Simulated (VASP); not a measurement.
A run of VASP 6.6.1 is set up as follows.

INCAR

```
  PREC = Accurate
  ENCUT = 540
  EDIFF = 1E-6
  ISMEAR = -1
  SIGMA = 0.08
  LREAL = F
  LASPH = T
  NELM = 120
  ALGO = Normal
  ISIF = 2
  LWAVE = F
  LCHARG = T
  LELF = T
  LVHAR = T
  NBANDS = 20
  GGA_COMPAT = F
```

The input KPOINTS:

```
regular mesh
0
Gamma
  16 16 16
```

POSCAR

```
CdS
1.0
    0.0000000000      2.5636853652      2.5636853652
    2.5636853652      0.0000000000      2.5636853652
    2.5636853652      2.5636853652      0.0000000000
Cd S
1 1
Direct
    0.0000000000      0.0000000000      0.0000000000
    0.5000000000      0.5000000000      0.5000000000
```

Potentials or basis: VASP PAW LDA potentials, release 64 (Cd_sv_GW, S).

The run is started by

```sh
$ cat potpaw_LDA.64/Cd_sv_GW/POTCAR potpaw_LDA.64/S/POTCAR > POTCAR
$ mpirun -np 1 vasp_std > vasp.out
```

Problem. Estimate the pressure.

Solution. 13.7 GPa.

Problem. What does it give for the band gap on the k mesh?

Solution. Zero (band 13 reaches 7.20 eV, above the bottom of band 14 at 7.12 eV).
